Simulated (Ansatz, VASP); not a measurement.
## WSe3 in VASP and in Ansatz

```
CELL_PARAMETERS angstrom
4.64633 0.00000 0.00000
-2.32317 4.02384 0.00000
0.00000 0.00000 8.13853
ATOMIC_POSITIONS crystal
W 0.33333 0.66667 0.25000
W 0.66667 0.33333 0.75000
Se 0.00000 0.00000 0.25000
Se 0.00000 0.00000 0.75000
Se 0.33333 0.66667 0.57956
Se 0.66667 0.33333 0.07956
Se 0.66667 0.33333 0.42044
Se 0.33333 0.66667 0.92044
```

Change from the starting cell: species swapped into the Na3P type (P6_3/mmc, No. 194).

Alike in both runs: functional PBE; k mesh 6 × 6 × 2; occupations gaussian, width 0.1 eV; collinear spin.

Ansatz relaxed the structure, and its values are those at the end. VASP's run is a single point on that final structure, the one shown.

|  | VASP | Ansatz |
| --- | --- | --- |
| version | VASP 6.6.1 | Ansatz 0.2.0 |
| potentials or method | VASP PAW PBE potentials, release 64 (W_sv, Se), cutoff 520 eV | scalar-relativistic, plane waves, PAW |
| valence electrons in the cell | 64 | 124 |

Ansatz gave:

* gap on the k mesh at the Fermi level (eV): none
* pressure (GPa): -0.1
* net moment per atom (μB): 0.00

What did VASP give for the same quantities?

gap on the k mesh at the Fermi level (eV): none; pressure (GPa): 0.1; net moment per atom (μB): 0.00.

A gap of «none» marks a metal or a gap that the smearing closes. VASP's potentials hold 64 valence electrons a cell and Ansatz's 124, so a difference there can come from the potentials and not from the codes. Ansatz's warnings: no starting moments.

The k mesh is coarse, so the values compare programs but aren't converged. Neither program's run includes spin-orbit coupling.
